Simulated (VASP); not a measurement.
# HfN (Fm-3m) in VASP: a series of runs

Aim: see how the results for HfN move with the level of theory and the settings. Levels: revPBE+D3(BJ), r2SCAN, r2SCAN+rVV10. Tasks: single point, relaxation of cell and atoms.

Program: VASP 6.6.1. These are calculated values, not measurements. Logs are shortened: lines on timing, memory, paths and dates and some standing lists are left out, and cuts for length are marked.

### Step 1. The cell of the first run

It takes space group Fm-3m (No. 225, cubic). The conventional cell has a = 4.509 Å, b = 4.509 Å, c = 4.509 Å, α = 90.00°, β = 90.00°, γ = 90.00°. Within 3.0 Å of Hf (site symmetry m-3m) lie 6 N at 2.25 Å. Within 3.0 Å of N (site symmetry m-3m) lie 6 Hf at 2.25 Å.

### Step 2. Single point, revPBE+D3(BJ)

Contents of INCAR:

```
PREC = Accurate
ENCUT = 520
EDIFF = 1E-6
ISMEAR = 1
SIGMA = 0.1
LREAL = F
LASPH = T
NELM = 60
ALGO = Normal
ISIF = 2
LWAVE = F
LCHARG = F
GGA = RE
IVDW = 12
NBANDS = 14
```

Contents of KPOINTS:

```
regular mesh
0
Gamma
  11 11 11
```

Contents of POSCAR:

```
HfN
1.0
    3.1883069410      0.0000000000      0.0000000000
    1.5941534705      2.7611548059      0.0000000000
    1.5941534705      0.9203849353      2.6032417162
Hf N
1 1
Direct
    0.0000000000      0.0000000000      0.0000000000
    0.5000000000      0.5000000000      0.5000000000
```

Potentials or basis: VASP PAW PBE potentials, release 64 (Hf_pv, N).

Run with:

```console
cat potpaw_PBE.64/Hf_pv/POTCAR potpaw_PBE.64/N/POTCAR > POTCAR
mpirun -np 1 vasp_std > vasp.out
```

OUTCAR:

```text
PREC = Accurate
   ENCUT = 520
   EDIFF = 1E-6
   ISMEAR = 1
   LREAL = F
   LASPH = T
   NELM = 60
   ISIF = 2
   GGA = RE
   IVDW = 12
 IVDW          = 12

 ion  position               nearest neighbor table
   1  0.000  0.000  0.000-   2 2.25   2 2.25   2 2.25   2 2.25   2 2.25   2 2.25
   2  0.500  0.500  0.500-   1 2.25   1 2.25   1 2.25   1 2.25   1 2.25   1 2.25

  LATTYP: Found a face centered cubic cell.
 ALAT       =     4.5089469169

  Lattice vectors:

 A1 = (   3.1883069410,   0.0000000000,   0.0000000000)
 A2 = (   1.5941534705,   2.7611548059,   0.0000000000)
 A3 = (   1.5941534705,   0.9203849353,   2.6032417162)

Analysis of symmetry for initial positions (statically):
=====================================================================
 Subroutine PRICEL returns:
 Original cell was already a primitive cell.

 Routine SETGRP: Setting up the symmetry group for a
 face centered cubic supercell.

 Subroutine GETGRP returns: Found 48 space group operations
 (whereof 48 operations were pure point group operations)
 out of a pool of 48 trial point group operations.

The static configuration has the point symmetry O_h .

Analysis of symmetry for dynamics (positions and initial velocities):
=====================================================================
 Subroutine PRICEL returns:
 Original cell was already a primitive cell.

 Routine SETGRP: Setting up the symmetry group for a
 face centered cubic supercell.

 Subroutine GETGRP returns: Found 48 space group operations
 (whereof 48 operations were pure point group operations)
 out of a pool of 48 trial point group operations.

The dynamic configuration has the point symmetry O_h .

 Subroutine INISYM returns: Found 48 space group operations
 (whereof 48 operations are pure point group operations),
 and found     1 'primitive' translations

----------------------------------------------------------------------------------------

                                     Primitive cell

  volume of cell :      22.9174

  direct lattice vectors                    reciprocal lattice vectors
     3.188306941  0.000000000  0.000000000     0.313646088 -0.181083653 -0.128045479
     1.594153471  2.761154806  0.000000000     0.000000000  0.362167307 -0.128045479
     1.594153471  0.920384935  2.603241716     0.000000000  0.000000000  0.384136438

  length of vectors
     3.188306941  3.188306941  3.188306941     0.384136438  0.384136438  0.384136438

  position of ions in fractional coordinates (direct lattice)
     0.000000000  0.000000000  0.000000000
[... 89 lines left out ...]
   NELECT =      15.0000    total number of electrons
   NUPDOWN=      -1.0000    fix difference up-down
   EMIN   =  10.00;   EMAX   =-10.00  energy-range for DOS
   EFERMI =   0.00;   METHOD = LEGACY
   ISMEAR =     1;   SIGMA  =   0.10  broadening in eV -4-tet -1-fermi 0-gaus
   EFERMI_NEDOS =   21; number of points for ismear=-14 and -15
   IALGO  =     38    algorithm
   IMIX   =      4    mixing-type and parameters
     AMIX     =   0.40;   BMIX     =  1.00
     AMIX_MAG =   1.60;   BMIX_MAG =  1.00
  volume/ion in A,a.u.               =      11.46        77.33
  Fermi-wavevector in a.u.,A,eV,Ry     =   1.421402  2.686059 27.488972  2.020382
  Thomas-Fermi vector in A             =   2.542215
   LORBIT       =      0    0 simple, 1 ext, 2 COOP (PROOUT), +10 PAW based schemes
   GGA     = RE    functional components
   LHFCALC =     F    Hartree Fock is set to
   AEXX    =    0.0000 exact exchange contribution
   IVDW    =    12    specifies the selected vdW correction
   LEPSILON=     F    determine dielectric tensor
   LRPA    =     F    only Hartree local field effects (RPA)
 non-spin polarized calculation
 Methfessel and Paxton  Order N= 1 SIGMA  =   0.10
  energy-cutoff  :      520.00
  volume of cell :       22.92
 maximum number of plane-waves:       628
   NGX = 11   NGY = 11   NGZ = 11

 number of electron      15.0000001 magnetization

 Free energy of the ion-electron system (eV)
  ---------------------------------------------------
  ext. energy  EPLUGINS =         0.00000000
  ---------------------------------------------------
  free energy    TOTEN  =       -20.92347930 eV

  energy without entropy =      -20.92351541  energy(sigma->0) =      -20.92349133

 E-fermi :   8.4786     XC(G=0): -12.7112

 val. band max:        8.4727804912   @ k =   0.4545   0.1818   0.0000
 cond. band min:       8.5202252092   @ k =  -0.0909   0.0909   0.0000
 fundamental gap:      0.0474447180
 Fermi energy:         8.4786136579

 k-point     1 :       0.0000    0.0000    0.0000
  band No.  band energies     occupation
      1     -22.6384      2.00000
      2     -22.6384      2.00000
      3     -22.6384      2.00000
      4      -9.0736      2.00000
      5       5.4836      2.00000
      6       5.4836      2.00000
      7       5.4836      2.00000
      8       8.1912      2.00037
      9       8.1912      2.00037
     10       8.1912      2.00037
     11      10.3644     -0.00000
     12      10.5215      0.00000
     13      10.5215      0.00000
     14      18.0784      0.00000
[... 377 lines left out ...]
      1     -23.1877      2.00000
      2     -22.8398      2.00000
      3     -22.6735      2.00000
      4      -7.5509      2.00000
      5       1.5164      2.00000
      6       2.9663      2.00000
      7       3.7173      2.00000
      8       9.3856     -0.00000
      9       9.6161     -0.00000
     10      11.6367      0.00000
     11      11.8208      0.00000
     12      14.7752      0.00000
     13      15.7723      0.00000
     14      20.8025      0.00000

 [... further k-points ...]

------------------------ aborting loop because EDIFF is reached ----------------------------------------

 Edisp (eV)   -1.42946

 E8    (eV) :    -1.0206

  FORCE on cell =-STRESS in cart. coord.  units (eV):
  Direction    XX          YY          ZZ          XY          YZ          ZX
  --------------------------------------------------------------------------------------
  -------------------------------------------------------------------------------------
  Total      -0.35732    -0.35732    -0.35732     0.00000    -0.00000     0.00000
  in kB     -24.98024   -24.98024   -24.98024     0.00000    -0.00000     0.00000
  external pressure =      -24.98 kB  Pullay stress =        0.00 kB

 VOLUME and BASIS-vectors are now :
 -----------------------------------------------------------------------------
  energy-cutoff  :      520.00
  volume of cell :       22.92
      direct lattice vectors                 reciprocal lattice vectors
     3.188306941  0.000000000  0.000000000     0.313646088 -0.181083653 -0.128045479
     1.594153471  2.761154806  0.000000000     0.000000000  0.362167307 -0.128045479
     1.594153471  0.920384935  2.603241716     0.000000000  0.000000000  0.384136438

 POSITION                                       TOTAL-FORCE (eV/Angst)
 -----------------------------------------------------------------------------------
      0.00000      0.00000      0.00000        -0.000000     -0.000000      0.000000
      3.18831      1.84077      1.30162         0.000000      0.000000      0.000000
 -----------------------------------------------------------------------------------
    total drift:                               -0.000000      0.000000     -0.000000

  FREE ENERGIE OF THE ION-ELECTRON SYSTEM (eV)
  ---------------------------------------------------
  free  energy   TOTEN  =       -22.3529414783 eV

  energy  without entropy=      -22.3529775903  energy(sigma->0) =      -22.35295352
```

Wall time 5.6 s (1 thread of Intel Xeon 6975P-C (Granite Rapids), shared host); peak memory 0.16 GiB.

Results:

```yaml
Free_energy: -22.3529 eV
Pressure: -2.5 GPa
Dispersion_energy_per_atom: -0.715 eV
```

Caveat: the PAW data sets were made with another functional, which shifts forces and pressure a little; spin-orbit coupling is left out, which moves the levels of the heavy elements; pairwise dispersion overbinds metals, which lowers pressure and volume.

### Step 3. Single point, r2SCAN

This run uses another cell than the first one, of 11.59 Å³/atom, 1.011 times its volume.

Contents of POSCAR:

```
HfN
1.0
    3.2002640727      0.0000000000      0.0000000000
    1.6001320364      2.7715099858      0.0000000000
    1.6001320364      0.9238366619      2.6130046735
Hf N
1 1
Direct
    0.0000000000      0.0000000000      0.0000000000
    0.5000000000      0.5000000000      0.5000000000
```

Contents of INCAR.step1:

```
PREC = Accurate ; ENCUT = 520
ISMEAR = 1 ; SIGMA = 0.1
LREAL = F ; LASPH = T
NELM = 60 ; NBANDS = 14
GGA = PE ; ALGO = Normal
EDIFF = 1E-4 ; LWAVE = T
LCHARG = F
```

Contents of INCAR.step2:

```
PREC = Accurate ; ENCUT = 520
EDIFF = 1E-6 ; ISMEAR = 1
SIGMA = 0.1 ; LREAL = F
LASPH = T ; NELM = 60
ALGO = Normal ; ISIF = 2
LWAVE = F ; LCHARG = F
METAGGA = R2SCAN ; LMIXTAU = T
NBANDS = 14 ; ISTART = 1
```

KPOINTS is that of step 2.

Potentials or basis: VASP PAW PBE potentials, release 64 (Hf_pv, N).

Run with:

```console
cat potpaw_PBE.64/Hf_pv/POTCAR potpaw_PBE.64/N/POTCAR > POTCAR
cp INCAR.step1 INCAR
mpirun -np 1 vasp_std > vasp.out
cp INCAR.step2 INCAR
mpirun -np 1 vasp_std > vasp.out
```

OUTCAR:

```text
PREC = Accurate
   ENCUT = 520
   EDIFF = 1E-6
   ISMEAR = 1
   LREAL = F
   LASPH = T
   NELM = 60
   ISIF = 2
   METAGGA = R2SCAN
   ISTART = 1

 ion  position               nearest neighbor table
   1  0.000  0.000  0.000-   2 2.26   2 2.26   2 2.26   2 2.26   2 2.26   2 2.26
   2  0.500  0.500  0.500-   1 2.26   1 2.26   1 2.26   1 2.26   1 2.26   1 2.26

  LATTYP: Found a face centered cubic cell.
 ALAT       =     4.5258568549

  Lattice vectors:

 A1 = (   3.2002640727,   0.0000000000,   0.0000000000)
 A2 = (   1.6001320364,   2.7715099858,   0.0000000000)
 A3 = (   1.6001320364,   0.9238366619,   2.6130046735)

Analysis of symmetry for initial positions (statically):
=====================================================================
 Subroutine PRICEL returns:
 Original cell was already a primitive cell.

 Routine SETGRP: Setting up the symmetry group for a
 face centered cubic supercell.

 Subroutine GETGRP returns: Found 48 space group operations
 (whereof 48 operations were pure point group operations)
 out of a pool of 48 trial point group operations.
[... 167 lines left out ...]
 fundamental gap:      0.0324184057
 Fermi energy:         8.4284383230

 k-point     1 :       0.0000    0.0000    0.0000
  band No.  band energies     occupation
      1     -24.0765      2.00000
      2     -24.0765      2.00000
      3     -24.0765      2.00000
      4     -10.1819      2.00000
      5       5.0679      2.00000
      6       5.0679      2.00000
      7       5.0679      2.00000
      8       8.1493      2.00057
      9       8.1493      2.00057
     10       8.1493      2.00057
     11      10.4812      0.00000
     12      10.4812      0.00000
     13      10.4938      0.00000
     14      18.5107      0.00000
[... 377 lines left out ...]
      1     -24.6102      2.00000
      2     -24.2691      2.00000
      3     -24.1081      2.00000
      4      -8.6966      2.00000
      5       1.0813      2.00000
      6       2.5284      2.00000
      7       3.3152      2.00000
      8       9.3290     -0.00000
      9       9.5866     -0.00000
     10      11.6240      0.00000
     11      11.8380      0.00000
     12      14.9278      0.00000
     13      15.8197      0.00000
     14      19.4290      0.00000

 [... further k-points ...]
[... 5 lines left out ...]
  --------------------------------------------------------------------------------------
  -------------------------------------------------------------------------------------
  Total       -0.3891778     -0.3891778     -0.3891778     -0.0000000      0.0000000     -0.0000000
  in kB      -26.9039582    -26.9039582    -26.9039582     -0.0000000      0.0000000     -0.0000000
  external PRESSURE =     -26.9039582 kB  Pullay stress =       0.0000000 kB

 VOLUME and BASIS-vectors are now :
 -----------------------------------------------------------------------------
  energy-cutoff  :      520.00
  volume of cell :       23.18
      direct lattice vectors                 reciprocal lattice vectors
     3.200264073  0.000000000  0.000000000     0.312474214 -0.180407071 -0.127567064
     1.600132036  2.771509986  0.000000000     0.000000000  0.360814143 -0.127567064
     1.600132036  0.923836662  2.613004673     0.000000000  0.000000000  0.382701191

 POSITION                                       TOTAL-FORCE (eV/Angst)
 -----------------------------------------------------------------------------------
      0.00000      0.00000      0.00000        -0.000000     -0.000000      0.000000
      3.20026      1.84767      1.30650         0.000000      0.000000      0.000000
 -----------------------------------------------------------------------------------
    total drift:                               -0.000000      0.000000     -0.000000

  FREE ENERGIE OF THE ION-ELECTRON SYSTEM (eV)
  ---------------------------------------------------
  free  energy   TOTEN  =       -58.2283249210 eV

  energy  without entropy=      -58.2283575254  energy(sigma->0) =      -58.22833579
```

OUTCAR.step1:

```text
PREC = Accurate
   ENCUT = 520
   ISMEAR = 1
   LREAL = F
   LASPH = T
[... 628 lines left out ...]
 -----------------------------------------------------------------------------------
      0.00000      0.00000      0.00000        -0.000000     -0.000000      0.000000
      3.20026      1.84767      1.30650         0.000000      0.000000      0.000000
 -----------------------------------------------------------------------------------
    total drift:                               -0.000000      0.000000     -0.000000

  FREE ENERGIE OF THE ION-ELECTRON SYSTEM (eV)
  ---------------------------------------------------
  free  energy   TOTEN  =       -21.7505855318 eV

  energy  without entropy=      -21.7506045456  energy(sigma->0) =      -21.75059187
```

Run time: 24 s. Hardware: 1 thread of Intel Xeon 6975P-C (Granite Rapids), shared host; peak memory 0.16 GiB.

Results:

```
Free energy : -58.2283 eV
Pressure    : -2.7 GPa
```

Caveat: the PAW data sets were made with another functional, which shifts forces and pressure a little; spin-orbit coupling is left out, which moves the levels of the heavy elements.

(Continued in part 2 of 2.)
